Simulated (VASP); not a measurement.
Wanted: the native input for a VASP 6.6.1 run.

| Item | Value |
| --- | --- |
| Task | single point |
| Functional | PBEsol |
| Potentials or basis | VASP PAW PBE potentials, release 64 (C) |
| Cutoff | 520 eV |
| k mesh | 9 × 9 × 4 |
| Occupations | gaussian, width 0.1 eV |
| Spin | no spin polarisation |
| Dipole correction | no |
| Further INCAR settings | ALGO = Normal; EDIFF = 1e-06; NBANDS = 16 |

The structure of C lies in POSCAR:

```
C
1.0
    2.5200000000      0.0000000000      0.0000000000
   -1.2600000000      2.1823840175      0.0000000000
    0.0000000000      0.0000000000      4.1800000000
C
4
Direct
    0.3333333333      0.6666666667      0.0000000000
    0.6666666667      0.3333333333      0.5000000000
    0.3333333333      0.6666666667      0.3740000000
    0.6666666667      0.3333333333      0.8740000000
```

The input as run:

INCAR

```
SYSTEM = C
PREC     = Accurate       ! precision mode
ENCUT    = 520            ! plane-wave cutoff, eV
EDIFF    = 1E-6           ! SCF threshold, eV
ISMEAR   = 0              ! smearing method
SIGMA    = 0.1            ! smearing width, eV
LREAL    = .FALSE.        ! projectors in reciprocal space
LASPH    = .TRUE.         ! aspherical terms in the spheres
NELM     = 80             ! most SCF steps
ALGO     = Normal         ! electronic algorithm
ISIF     = 2              ! what is computed and relaxed
LWAVE    = .FALSE.        ! write WAVECAR
LCHARG   = .FALSE.        ! write CHGCAR
GGA      = PS             ! functional
NBANDS   = 16             ! bands
```

KPOINTS

```
regular mesh
0
G
  9 9 4
  0 0 0
```

Potentials or basis: VASP PAW PBE potentials, release 64 (C).

Run with:

```bash
$ cat potpaw_PBE.64/C/POTCAR > POTCAR
$ mpirun -np 1 vasp_std > vasp.out
```

Results of the run:

| Quantity | Value |
| --- | --- |
| Pressure | -8.3 GPa |
| Largest force | 0.084 eV/Å |
| Band gap on the k mesh | 3.08 eV, indirect (least direct gap 4.81 eV) |

Caveat: the PAW data sets were made with another functional, which shifts forces and pressure a little.

It took 17 s on 1 thread of Intel Xeon 8259CL, with other jobs on the host, peak memory 0.13 GiB.
